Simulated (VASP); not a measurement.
C:

```
C
1.0
     2.52000    0.00000    0.00000
    -1.26000    2.18238    0.00000
     0.00000    0.00000    4.18000
C
4
Direct
  0.33333 0.66667 0.00000
  0.66667 0.33333 0.50000
  0.33333 0.66667 0.37400
  0.66667 0.33333 0.87400
```

| Quantity | Value |
| --- | --- |
| Program | VASP 6.6.1 |
| Task | relaxation of cell and atoms |
| Functional | r2SCAN |
| Potentials or basis | VASP PAW PBE potentials, release 64 (C) |
| Cutoff | 600 eV |
| k mesh | 9 × 9 × 6 |
| Occupations | gaussian, width 0.02 eV |
| Spin | no spin polarisation |

At the start: pressure -6.7 GPa; volume 5.75 Å³/atom.

Q: Where does the relaxation end?

A: Over 5 steps the energy falls by 2.2 meV/atom and the volume is 5.66 Å³/atom (-1.5 %); space group P6_3/mmc (No. 194, to 0.05 Å).

Step by step:
| step | energy change (eV) | largest force (eV/Å) | pressure (GPa) | volume (Å³) |
| --- | --- | --- | --- | --- |
| 1 | 0.0000 | 0.0907 | -6.75 | 22.99 |
| 2 | 0.0076 | 0.2827 | 9.45 | 22.19 |
| 3 | -0.0085 | 0.0608 | -0.18 | 22.65 |
| 4 | -0.0082 | 0.1278 | 0.33 | 22.62 |
| 5 | -0.0086 | 0.0013 | -0.02 | 22.64 |

Final structure:
```xyz
4
Lattice="2.5039 0.0000 0.0000 -1.2519 2.1684 0.0000 0.0000 0.0000 4.1696" Properties=species:S:1:pos:R:3 pbc="T T T"
C     0.0000    1.4456    4.1686
C     1.2519    0.7228    2.0838
C     0.0000    1.4456    1.5604
C     1.2519    0.7228    3.6452
```

Caveat: the PAW data sets were made with another functional, which shifts forces and pressure a little.
